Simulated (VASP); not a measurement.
Write the native input for VASP 6.6.1 that does the following.

```yaml
Task: single point
Functional: LDA
Potentials_or_basis: VASP PAW LDA potentials, release 64 (Al, O)
Cutoff: 520 eV
k_mesh: 12 × 12 × 4
Occupations: gaussian, width 0.05 eV
Spin: no spin polarisation
Dipole_correction: no
Further_INCAR_settings: ALGO = Normal; EDIFF = 1e-07; NBANDS = 20
```

The structure of Al2O3 lies in POSCAR:

```
Al2O3
1.0
    2.8843249483      0.0000000000      0.0000000000
   -1.4421624742      2.4978986780      0.0000000000
    0.0000000000      0.0000000000      9.0566518262
Al O
2 3
Direct
    0.0000000000      0.0000000000      0.1499923300
    0.0000000000      0.0000000000      0.8500076700
    0.3333333333      0.6666666667      0.2223169200
    0.6666666667      0.3333333333      0.0000000000
    0.3333333333      0.6666666667      0.7776830800
```

This cell differs from its parent crystal: strain +0.000 along x and y, -0.030 along z.

These files were run (other wordings do the same):

INCAR

```
PREC = Accurate ; ENCUT = 520
EDIFF = 1E-7 ; ISMEAR = 0
SIGMA = 0.05 ; LREAL = False
LASPH = True ; NELM = 60
ALGO = Normal ; ISIF = 2
LWAVE = False ; LCHARG = False
GGA = CA ; NBANDS = 20
```

KPOINTS

```
regular mesh
0
Gamma
  12 12 4
```

Potentials or basis: VASP PAW LDA potentials, release 64 (Al, O).

Launch:

```bash
$ cat potpaw_LDA.64/Al/POTCAR potpaw_LDA.64/O/POTCAR > POTCAR
$ mpirun -np 1 vasp_std > vasp.out
```

It gave:

```yaml
Pressure: -3.6 GPa
Largest_force: 0.375 eV/Å
Band_gap_on_the_k_mesh: 4.71 eV, indirect (least direct gap 4.97 eV)
```

Caveat: the cell differs from its parent crystal (strain +0.000 along x and y, -0.030 along z).

It took 48 s on 1 thread of AMD EPYC 9R45 96-Core Processor (Zen 5) (shared host), peak memory 0.16 GiB.
